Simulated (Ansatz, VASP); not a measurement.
Ge: VASP beside Ansatz

```
CELL_PARAMETERS angstrom
4.07757 0.00000 0.00000
-2.03878 3.53128 0.00000
0.00000 0.00000 6.72468
ATOMIC_POSITIONS crystal
Ge 0.33333 0.66667 0.00037
Ge 0.66667 0.33333 0.50037
Ge 0.33333 0.66667 0.37463
Ge 0.66667 0.33333 0.87463
```

Change from the starting cell: hydrostatic strain +2.0%.

Alike in both runs: task single point; functional r2SCAN; k mesh 12 × 12 × 4; occupations fermi-dirac, width 0.02 eV; no spin polarisation.

|  | VASP | Ansatz |
| --- | --- | --- |
| version | VASP 6.6.1 | Ansatz 0.2.0 |
| potentials or method | VASP PAW PBE potentials, release 64 (Ge_d) | plane waves, PAW |
| plane-wave cutoff (eV) | 520 | 500 |
| valence electrons in the cell | 56 | 56 |

Ansatz gave:

| Quantity | Value |
| --- | --- |
| pressure (GPa) | -3.6 |
| traceless stress, the component that is largest in VASP (GPa) | 0.11 |
| rms of the force components (eV/Å) | 0.006 |

Task: Estimate VASP's values.

Result: Pressure (GPa): -3.6; traceless stress, the component that is largest in VASP (GPa): 0.09; rms of the force components (eV/Å): 0.005.

VASP's potentials were made for PBE, not for r2SCAN. Atom by atom the forces differ by 0.000 eV/Å (rms over components). The functional is the same, so the differences come from potentials, cutoffs and numerics.
